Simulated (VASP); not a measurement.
Wanted: the native input for a VASP 6.6.1 run.

- Task: single point
- Functional: PBE
- Potentials or basis: VASP PAW PBE potentials, release 64 (Be)
- Cutoff: 520 eV
- k mesh: 13 × 13 × 13
- Occupations: fermi-dirac, width 0.1 eV
- Spin: no spin polarisation
- Dipole correction: no
- Further INCAR settings: ALGO = Normal; EDIFF = 1e-07; NBANDS = 9

The structure of Be lies in POSCAR:

```
Be
1.0
    0.0000000000      2.3823248963      2.3823248963
    2.3823248963      0.0000000000      2.3823248963
    2.3823248963      2.3823248963      0.0000000000
Be
2
Direct
    0.1250000000      0.1250000000      0.1250000000
    0.8750000000      0.8750000000      0.8750000000
```

This cell differs from its parent crystal: volume scaled by 0.92.

One way to write it, as run:

INCAR

```
PREC = Accurate
ENCUT = 520
EDIFF = 1E-7
ISMEAR = -1
SIGMA = 0.1
LREAL = F
LASPH = T
NELM = 80
ALGO = Normal
ISIF = 2
LWAVE = F
LCHARG = T
GGA = PE
LELF = T
LVHAR = T
NBANDS = 9
```

KPOINTS

```
Automatic mesh
0
Gamma
  13 13 13
```

Potentials or basis: VASP PAW PBE potentials, release 64 (Be).

The run is started by

```bash
$ cat potpaw_PBE.64/Be/POTCAR > POTCAR
$ mpirun -np 1 vasp_std > vasp.out
```

It gave:

- Pressure: 4.2 GPa
- Band gap on the k mesh: zero (band 2 reaches 7.28 eV, above the bottom of band 3 at 0.72 eV)

Wall time 13 s on 1 thread of AMD EPYC 9R45 96-Core Processor (Zen 5) (shared host), peak memory 0.12 GiB.
